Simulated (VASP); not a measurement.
Runs of VASP 6.6.1 on Si2Ni (fluorite type). The structure is that of space group Fm-3m (No. 225), or close to it. The cells are those of the table. 

| task | cell | cutoff (eV) | k mesh for the DOS | occupations for the DOS | gap on the mesh (eV) | pressure (GPa) |
| --- | --- | --- | --- | --- | --- | --- |
| single point | a = 3.538 Å, angles 60.0°, 3 atoms | 520 | - | - | none | (a) |
| single point | a = 3.416 Å, angles 60.0°, 3 atoms | 520 | - | - | none | 111.6 |
| single point | a = 3.811 Å, angles 60.0°, 3 atoms | 520 | - | - | none | 0.1 |
| single point | a = 3.652 Å, angles 60.0°, 3 atoms | 520 | - | - | none | (b) |
| single point | a = 3.733 Å, angles 60.0°, 3 atoms | 520 | - | - | none | 11.5 |
| relaxation of cell and atoms | relaxed from a = 3.760 Å, angles 60.0°, 3 atoms | 600 | - | - | none | 0.0 |

Alike in all rows: level PBEsol; potentials or basis VASP PAW PBE potentials, release 64 (Ni, Si); no spin polarisation; k mesh 11 × 11 × 11; smearing fermi-dirac 0.05 eV.

Fill in the values left out.

(a) 59.9; (b) 27.6.

Caveats: the PAW data sets were made with another functional, which shifts forces and pressure a little.

A gap of «none» marks levels without a gap at the run's occupations.
